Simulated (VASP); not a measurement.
Crystal: BeTe.

```xyz
2
Lattice="0.0000 2.8286 2.9619 2.8286 0.0000 2.9619 2.8286 2.8286 0.0000" Properties=species:S:1:pos:R:3 pbc="T T T"
Be    0.0000    0.0000    0.0000
Te    1.4143    1.4143    1.4809
```

This cell differs from its parent crystal: uniaxial z strain +4.7%.

Base run:

* Program: VASP 6.6.1
* Functional: r2SCAN
* Potentials or basis: VASP PAW PBE potentials, release 64 (Be, Te)
* Cutoff: 520 eV
* k mesh: 8 × 8 × 8
* Occupations: gaussian, width 0.01 eV
* Spin: no spin polarisation

Its results: band gap on the k mesh 2.29 eV, indirect (least direct gap 3.95 eV); pressure -2.4 GPa.

**Question.** The run is repeated on the same cell with these changes: functional from r2SCAN to HSE06; k mesh from 8 × 8 × 8 to 6 × 6 × 6. What comes out?

**Answer.** Band gap on the k mesh 2.60 eV, indirect (least direct gap 4.05 eV); pressure -3.4 GPa.

Several settings changed at once, so the effect can't be laid on one alone.

Caveats: the PAW data sets were made with another functional, which shifts forces and pressure a little; spin-orbit coupling is left out, which moves the levels of the heavy elements.

A k mesh can miss the band edges.
